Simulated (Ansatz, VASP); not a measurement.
Mg in VASP and in Ansatz

The input INCAR:

```
SYSTEM = Mg
PREC = Accurate
ENCUT = 520
EDIFF = 1E-6
ISMEAR = 0
SIGMA = 0.1
LREAL = .FALSE.
LASPH = .TRUE.
NELM = 80
ALGO = Normal
ISIF = 2
LWAVE = .FALSE.
LCHARG = .FALSE.
GGA = PE
NBANDS = 18
```

The input KPOINTS:

```
Automatic mesh
0
G
  4 4 4
  0 0 0
```

Contents of POSCAR:

```
Mg
1.0
    5.6630492469      0.0000000000      0.0000000000
    0.0000000000      5.6630492469      0.0000000000
    0.0000000000      0.0000000000      5.6630492469
Mg
8
Direct
    0.5000000000      0.5000000000      0.5000000000
    0.0000000000      0.0000000000      0.0000000000
    0.2500000000      0.0000000000      0.5000000000
    0.5000000000      0.2500000000      0.0000000000
    0.5000000000      0.7500000000      0.0000000000
    0.7500000000      0.0000000000      0.5000000000
    0.0000000000      0.5000000000      0.7500000000
    0.0000000000      0.5000000000      0.2500000000
```

Input for Ansatz:

```yaml
crystal:
  lattice:
    - [5.6630492469, 0.0, 0.0]
    - [0.0, 5.6630492469, 0.0]
    - [0.0, 0.0, 5.6630492469]
  atoms:
    - { symbol: Mg, position: [0.5, 0.5, 0.5] }
    - { symbol: Mg, position: [0.0, 0.0, 0.0] }
    - { symbol: Mg, position: [0.25, 0.0, 0.5] }
    - { symbol: Mg, position: [0.5, 0.25, 0.0] }
    - { symbol: Mg, position: [0.5, 0.75, 0.0] }
    - { symbol: Mg, position: [0.75, 0.0, 0.5] }
    - { symbol: Mg, position: [0.0, 0.5, 0.75] }
    - { symbol: Mg, position: [0.0, 0.5, 0.25] }
basis:
  ecutwfc: 420
kpoints:
  mp_grid: { grid: [4, 4, 4] }
hamiltonian:
  xc: pbe
scf:
  occupations: { method: gaussian, width: 0.1 }
  lower_state_search: "off"
output:
  forces: true
  stress: true
  eigenvalues: true
```

Alike in both runs: task single point; functional PBE; k mesh 4 × 4 × 4; occupations gaussian, width 0.1 eV; no spin polarisation.

|  | VASP | Ansatz |
| --- | --- | --- |
| version | VASP 6.6.1 | Ansatz 0.2.0 |
| potentials or method | VASP PAW PBE potentials, release 64 (Mg), cutoff 520 eV | scalar-relativistic, plane waves, PAW |
| valence electrons in the cell | 16 | 80 |

|  | VASP | Ansatz | Ansatz less VASP |
| --- | --- | --- | --- |
| gap on the k mesh at the Fermi level (eV) | none | none | - |
| pressure (GPa) | 1.1 | 1.3 | +0.11 |

A gap of «none» marks a metal or a gap that the smearing closes. VASP's potentials hold 16 valence electrons a cell and Ansatz's 80, so a difference there can come from the potentials and not from the codes.
